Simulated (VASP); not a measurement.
Runs of VASP 6.6.1 on Na3HfZr. The structure is that of space group Pm-3m (No. 221), or close to it. The cells are those of the table. 

| task | cell | k mesh | cutoff (eV) | gap on the mesh (eV) | pressure (GPa) | relaxed volume (Å³/atom) |
| --- | --- | --- | --- | --- | --- | --- |
| relaxation of cell and atoms | relaxed from a = 5.373 Å, 5 atoms | 8 × 8 × 8 | 600 | none | 0.0 | 31.10 |
| single point | a = 5.373 Å, 5 atoms | 4 × 4 × 4 | 520 | none | 0.1 | - |
| single point | a = 4.528 Å, 5 atoms | 4 × 4 × 4 | 520 | none | (a) | - |
| single point | a = 5.376 Å, 5 atoms | 8 × 8 × 8 | 520 | none | 0.1 | - |
| relaxation of cell and atoms | relaxed from a = 4.528 Å, 5 atoms | 4 × 4 × 4 | 600 | none | 0.0 | 31.03 |

Alike in all rows: level PBE; potentials or basis VASP PAW PBE potentials, release 64 (Na_pv, Zr_sv, Hf_pv); no spin polarisation; smearing gaussian 0.1 eV.

Estimate the missing entries.

(a) 25.9.

Caveats: spin-orbit coupling is left out, which moves the levels of the heavy elements; the cell stands under pressure (at least some runs); the volume moved by over 15 % at a fixed basis, so the end points are rough (at least some runs).

A k mesh can miss the band edges, and the runs leave out spin-orbit coupling on Hf, Zr.

A gap of «none» marks levels without a gap at the run's occupations.
